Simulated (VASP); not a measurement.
# MgO2 (R-3m) in VASP: further runs

The runs below take MgO2 through single point, with PBEsol.

Everything below comes from runs of VASP 6.6.1. Logs are shortened: lines on timing, memory, paths and dates and some standing lists are left out, and cuts for length are marked.

### 1 The cell of the first run

It takes space group R-3m (No. 166, trigonal). The conventional cell has a = 3.129 Å, b = 3.129 Å, c = 10.220 Å, α = 90.00°, β = 90.00°, γ = 120.00°. Within 2.7 Å of Mg (site symmetry -3m) lie 6 O at 2.05 Å. O (site symmetry 3m) has 1 O at 1.46 Å within 1.9 Å.

### 2 Single point, PBEsol (strain -0.025 along x and y, -0.025 along z)

Contents of INCAR:

```
  ALGO = Normal
  EDIFF = 1E-7
  ENCUT = 520
  GGA = PS
  ISIF = 2
  ISMEAR = 0
  LASPH = T
  LCHARG = F
  LREAL = F
  LWAVE = F
  NBANDS = 14
  NELM = 80
  PREC = Accurate
  SIGMA = 0.05
```

Contents of KPOINTS:

```
k-points
0
Gamma
  12 12 12
```

Contents of POSCAR:

```
MgO2
1.0
    1.5646419906      0.9033464745      3.4066294030
   -1.5646419906      0.9033464745      3.4066294030
    0.0000000000     -1.8066929489      3.4066294030
Mg O
1 2
Direct
    0.0000000000      0.0000000000      0.0000000000
    0.4287860000      0.4287860000      0.4287860000
    0.5712140000      0.5712140000      0.5712140000
```

Potentials or basis: VASP PAW PBE potentials, release 64 (Mg, O).

Started as:

```console
$ cat potpaw_PBE.64/Mg/POTCAR potpaw_PBE.64/O/POTCAR > POTCAR
$ mpirun -np 1 vasp_std > vasp.out
```

OUTCAR:

```text
EDIFF = 1E-7
   ENCUT = 520
   GGA = PS
   ISIF = 2
   ISMEAR = 0
   LASPH = T
   LREAL = F
   NELM = 80
   PREC = Accurate

 ion  position               nearest neighbor table
   1  0.000  0.000  0.000-   3 2.05   3 2.05   2 2.05   2 2.05   3 2.05   2 2.05
   2  0.429  0.429  0.429-   3 1.46   1 2.05   1 2.05   1 2.05
   3  0.571  0.571  0.571-   2 1.46   1 2.05   1 2.05   1 2.05

  LATTYP: Found a trigonal (rhomboedric) cell.
 ALAT       =     3.8560683735
 COS(alpha) =     0.6707160928

  Lattice vectors:

 A1 = (   1.5646419906,   0.9033464745,   3.4066294030)
 A2 = (  -1.5646419906,   0.9033464745,   3.4066294030)
 A3 = (   0.0000000000,  -1.8066929489,   3.4066294030)

Analysis of symmetry for initial positions (statically):
=====================================================================
 Subroutine PRICEL returns:
 Original cell was already a primitive cell.

 Routine SETGRP: Setting up the symmetry group for a
 trigonal (rhombohedral) supercell.

 Subroutine GETGRP returns: Found 12 space group operations
 (whereof 12 operations were pure point group operations)
 out of a pool of 12 trial point group operations.

The static configuration has the point symmetry D_3d.

Analysis of symmetry for dynamics (positions and initial velocities):
=====================================================================
 Subroutine PRICEL returns:
 Original cell was already a primitive cell.

 Routine SETGRP: Setting up the symmetry group for a
 trigonal (rhombohedral) supercell.

 Subroutine GETGRP returns: Found 12 space group operations
 (whereof 12 operations were pure point group operations)
 out of a pool of 12 trial point group operations.

The dynamic configuration has the point symmetry D_3d.

 Subroutine INISYM returns: Found 12 space group operations
 (whereof 12 operations are pure point group operations),
 and found     1 'primitive' translations

----------------------------------------------------------------------------------------

                                     Primitive cell

  volume of cell :      28.8899

  direct lattice vectors                    reciprocal lattice vectors
     1.564641991  0.903346475  3.406629403     0.319561921  0.184499161  0.097848428
    -1.564641991  0.903346475  3.406629403    -0.319561921  0.184499161  0.097848428
     0.000000000 -1.806692949  3.406629403     0.000000000 -0.368998322  0.097848428

  length of vectors
     3.856068374  3.856068374  3.856068373     0.381751328  0.381751328  0.381751328

  position of ions in fractional coordinates (direct lattice)
     0.000000000  0.000000000  0.000000000
     0.428786000  0.428786000  0.428786000
     0.571214000  0.571214000  0.571214000

  ion indices of the primitive-cell ions
   primitive index   ion index
                 1           1
                 2           2
                 3           3

----------------------------------------------------------------------------------------

 KPOINTS: k-points

Automatic generation of k-mesh.
 Grid dimensions read from file:
 generate k-points for:   12   12   12

 Generating k-lattice:

  Cartesian coordinates                     Fractional coordinates (reciprocal lattice)
     0.026630160  0.015374930  0.008154036     0.083333333 -0.000000000 -0.000000000
    -0.026630160  0.015374930  0.008154036    -0.000000000  0.083333333 -0.000000000
     0.000000000 -0.030749860  0.008154036    -0.000000000 -0.000000000  0.083333333

  Length of vectors
     0.031812611  0.031812611  0.031812611

  Shift w.r.t. Gamma in fractional coordinates (k-lattice)
     0.000000000  0.000000000  0.000000000

 Subroutine IBZKPT returns following result:
 ===========================================

 Found    189 irreducible k-points:

 Following reciprocal coordinates:
            Coordinates               Weight
  0.000000  0.000000  0.000000      1.000000
  0.083333  0.000000 -0.000000      6.000000
  0.166667  0.000000  0.000000      6.000000
  0.250000  0.000000 -0.000000      6.000000
  0.333333 -0.000000 -0.000000      6.000000
  0.416667  0.000000 -0.000000      6.000000
[... 16 lines left out ...]
  0.500000  0.166667 -0.000000     12.000000
 -0.416667  0.166667  0.000000     12.000000
 [... further k-points ...]
   k-points           NKPTS =    189   k-points in BZ     NKDIM =    189   number of bands    NBANDS=     14
   number of dos      NEDOS =    301   number of ions     NIONS =      3
   total plane-waves  NPLWV =  27000
   dimension x,y,z NGX =    30 NGY =   30 NGZ =   30
   dimension x,y,z NGXF=    60 NGYF=   60 NGZF=   60
   ions per type =               1   2
   NGX,Y,Z   is equivalent  to a cutoff of  12.93, 12.93, 12.93 a.u.
   NGXF,Y,Z  is equivalent  to a cutoff of  25.87, 25.87, 25.87 a.u.
 SYSTEM =  unknown system
   PREC   = accura    normal or accurate (medium, high low for compatibility)
   ISTART =      0    job   : 0-new  1-cont  2-samecut
   ICHARG =      2    charge: 1-file 2-atom 10-const
   ISPIN  =      1    spin polarized calculation?
   LNONCOLLINEAR =      F non collinear calculations
   LSORBIT =      F    spin-orbit coupling
   LASPH  =      T    aspherical Exc in radial PAW
   ENCUT  =  520.0 eV  38.22 Ry    6.18 a.u.   7.17  7.17  7.17*2*pi/ulx,y,z
   NELM   =     80;   NELMIN=  2; NELMDL= -5     # of ELM steps
   EDIFF  = 0.1E-06   stopping-criterion for ELM
   LREAL  =      F    real-space projection
   EDIFFG = 0.1E-05   stopping-criterion for IOM
   NSW    =      0    number of steps for IOM
   IBRION =     -1    ionic relax: 0-MD 1-quasi-New 2-CG
   NFREE  =      0    steps in history (QN), initial steepest desc. (CG)
   ISIF   =      2    stress and relaxation
   ISYM   =      2    0-nonsym 1-usesym 2-fastsym
   POTIM  = 0.5000    time-step for ionic-motion
   TEBEG  =    0.0;   TEEND  =   0.0 temperature during run
   PSTRESS=    0.0 pullay stress
   NELECT =      14.0000    total number of electrons
   NUPDOWN=      -1.0000    fix difference up-down
   EMIN   =  10.00;   EMAX   =-10.00  energy-range for DOS
   EFERMI =   0.00;   METHOD = LEGACY
   ISMEAR =     0;   SIGMA  =   0.05  broadening in eV -4-tet -1-fermi 0-gaus
   EFERMI_NEDOS =   21; number of points for ismear=-14 and -15
   IALGO  =     38    algorithm
   IMIX   =      4    mixing-type and parameters
     AMIX     =   0.40;   BMIX     =  1.00
     AMIX_MAG =   1.60;   BMIX_MAG =  1.00
  volume/ion in A,a.u.               =       9.63        64.99
  Fermi-wavevector in a.u.,A,eV,Ry     =   1.285886  2.429972 22.497259  1.653502
  Thomas-Fermi vector in A             =   2.417993
   LORBIT       =      0    0 simple, 1 ext, 2 COOP (PROOUT), +10 PAW based schemes
   GGA     = PS    functional components
   LHFCALC =     F    Hartree Fock is set to
   AEXX    =    0.0000 exact exchange contribution
   IVDW    =     0    specifies the selected vdW correction
   LEPSILON=     F    determine dielectric tensor
   LRPA    =     F    only Hartree local field effects (RPA)
 non-spin polarized calculation
 Gauss-broadening in eV      SIGMA  =   0.05
  energy-cutoff  :      520.00
  volume of cell :       28.89
 maximum number of plane-waves:       798
 NGX is ok and might be reduce to    30
   NGX = 15   NGY = 15   NGZ = 15

 number of electron      13.9999999 magnetization

 Free energy of the ion-electron system (eV)
  ---------------------------------------------------
  ext. energy  EPLUGINS =         0.00000000
  ---------------------------------------------------
  free energy    TOTEN  =       -17.20104436 eV

  energy without entropy =      -17.20104436  energy(sigma->0) =      -17.20104436

 E-fermi :   3.6077     XC(G=0): -10.8110

 val. band max:        3.2894770875   @ k =   0.5000   0.5000   0.5000
 cond. band min:       5.9703131808   @ k =   0.5000   0.5000   0.5000
 fundamental gap:      2.6808360933
 Fermi energy:         3.6076621533

 k-point     1 :       0.0000    0.0000    0.0000
  band No.  band energies     occupation
      1     -18.7010      2.00000
      2     -11.1973      2.00000
      3      -4.9743      2.00000
      4      -0.3518      2.00000
      5      -0.3518      2.00000
      6       2.3620      2.00000
      7       2.3620      2.00000
      8       8.0317      0.00000
      9       8.4622      0.00000
     10      15.9208      0.00000
     11      17.7373      0.00000
     12      18.2199      0.00000
     13      18.2199      0.00000
     14      20.5110      0.00000

 k-point     2 :       0.0833    0.0000   -0.0000
  band No.  band energies     occupation
      1     -18.6649      2.00000
      2     -11.2225      2.00000
      3      -4.9169      2.00000
      4      -0.5682      2.00000
      5      -0.3796      2.00000
      6       2.3069      2.00000
      7       2.3296      2.00000
      8       8.2009      0.00000
      9       8.5838      0.00000
     10      15.9319      0.00000
     11      17.5103      0.00000
     12      17.8560      0.00000
     13      18.4259      0.00000
     14      20.1747      0.00000

 k-point     3 :       0.1667    0.0000    0.0000
  band No.  band energies     occupation
      1     -18.5645      2.00000
      2     -11.2909      2.00000
      3      -4.7597      2.00000
      4      -1.1200      2.00000
      5      -0.4544      2.00000
      6       2.1830      2.00000
      7       2.2420      2.00000
      8       8.2979      0.00000
      9       9.2149      0.00000
     10      15.8895      0.00000
     11      16.4208      0.00000
     12      18.1162      0.00000
     13      19.0274      0.00000
     14      19.4420      0.00000

 k-point     4 :       0.2500    0.0000   -0.0000
  band No.  band energies     occupation
      1     -18.4229      2.00000
      2     -11.3839      2.00000
      3      -4.5381      2.00000
      4      -1.8152      2.00000
      5      -0.5536      2.00000
      6       2.0734      2.00000
      7       2.1247      2.00000
      8       8.2142      0.00000
      9      10.1777      0.00000
     10      15.1862      0.00000
     11      16.1953      0.00000
     12      18.1698      0.00000
     13      18.9019      0.00000
     14      19.9643      0.00000

 k-point     5 :       0.3333   -0.0000   -0.0000
  band No.  band energies     occupation
      1     -18.2754      2.00000
      2     -11.4772      2.00000
      3      -4.2870      2.00000
      4      -2.4918      2.00000
      5      -0.6497      2.00000
      6       2.0100      2.00000
      7       2.0302      2.00000
      8       8.0365      0.00000
      9      11.1336      0.00000
     10      14.4999      0.00000
     11      16.2339      0.00000
[... 276 lines left out ...]
 k-point    22 :       0.4167    0.1667   -0.0000
  band No.  band energies     occupation
      1     -18.1742      2.00000
      2     -11.7088      2.00000
      3      -3.8170      2.00000
      4      -2.5957      2.00000
      5      -1.0192      2.00000
      6       1.6070      2.00000
      7       2.4462      2.00000
      8       7.7114      0.00000
      9      11.9729      0.00000
     10      13.9265      0.00000
     11      15.8025      0.00000
     12      18.1805      0.00000
     13      19.1114      0.00000
     14      20.8324      0.00000

 k-point    23 :       0.5000    0.1667   -0.0000
  band No.  band energies     occupation
      1     -18.0934      2.00000
      2     -11.6965      2.00000
      3      -3.6868      2.00000
      4      -2.9922      2.00000
      5      -1.1260      2.00000
      6       1.6164      2.00000
      7       2.2448      2.00000
      8       7.6874      0.00000
      9      12.7467      0.00000
     10      13.6876      0.00000
     11      16.0913      0.00000
     12      18.1938      0.00000
     13      18.5708      0.00000
     14      21.0502      0.00000

 k-point    24 :      -0.4167    0.1667    0.0000
  band No.  band energies     occupation
      1     -18.0794      2.00000
      2     -11.6293      2.00000
      3      -3.8858      2.00000
      4      -2.9090      2.00000
      5      -1.1848      2.00000
      6       1.6842      2.00000
      7       2.0098      2.00000
      8       7.7820      0.00000
      9      12.7804      0.00000
     10      13.9423      0.00000
     11      16.3867      0.00000
     12      18.0576      0.00000
     13      18.3794      0.00000
     14      21.0602      0.00000

 [... further k-points ...]
[... 5 lines left out ...]
  --------------------------------------------------------------------------------------
  -------------------------------------------------------------------------------------
  Total        0.7350633      0.7350633      1.7009971      0.0000000      0.0000000      0.0000000
  in kB       40.7652231     40.7652231     94.3340919      0.0000000      0.0000000      0.0000000
  external PRESSURE =      58.6215127 kB  Pullay stress =       0.0000000 kB

 VOLUME and BASIS-vectors are now :
 -----------------------------------------------------------------------------
  energy-cutoff  :      520.00
  volume of cell :       28.89
      direct lattice vectors                 reciprocal lattice vectors
     1.564641991  0.903346475  3.406629403     0.319561921  0.184499161  0.097848428
    -1.564641991  0.903346475  3.406629403    -0.319561921  0.184499161  0.097848428
     0.000000000 -1.806692949  3.406629403     0.000000000 -0.368998322  0.097848428

 POSITION                                       TOTAL-FORCE (eV/Angst)
 -----------------------------------------------------------------------------------
      0.00000      0.00000      0.00000         0.000000     -0.000000     -0.000000
      0.00000      0.00000      4.38214        -0.000000     -0.000000     -0.285963
      0.00000      0.00000      5.83774        -0.000000      0.000000      0.285963
 -----------------------------------------------------------------------------------
    total drift:                                0.000000     -0.000000      0.000000

  FREE ENERGIE OF THE ION-ELECTRON SYSTEM (eV)
  ---------------------------------------------------
  free  energy   TOTEN  =       -17.2010443592 eV

  energy  without entropy=      -17.2010443592  energy(sigma->0) =      -17.20104436
```

Wall time 71 s (1 thread of Intel Xeon 6975P-C (Granite Rapids), shared host); peak memory 0.22 GiB.

What came out:

```
Free energy            : -17.2010 eV
Pressure               : 5.9 GPa
Largest force          : 0.286 eV/Å
Band gap on the k mesh : 2.68 eV, direct
```

Forces on the atoms (eV/Å):
```
Mg   0.000  0.000  0.000
O    0.000  0.000 -0.286
O    0.000  0.000  0.286
```

Caveat: the cell differs from its parent crystal (strain -0.025 along x and y, -0.025 along z); the PAW data sets were made with another functional, which shifts forces and pressure a little. A k mesh can miss the band edges.

(Continued in part 2 of 2.)
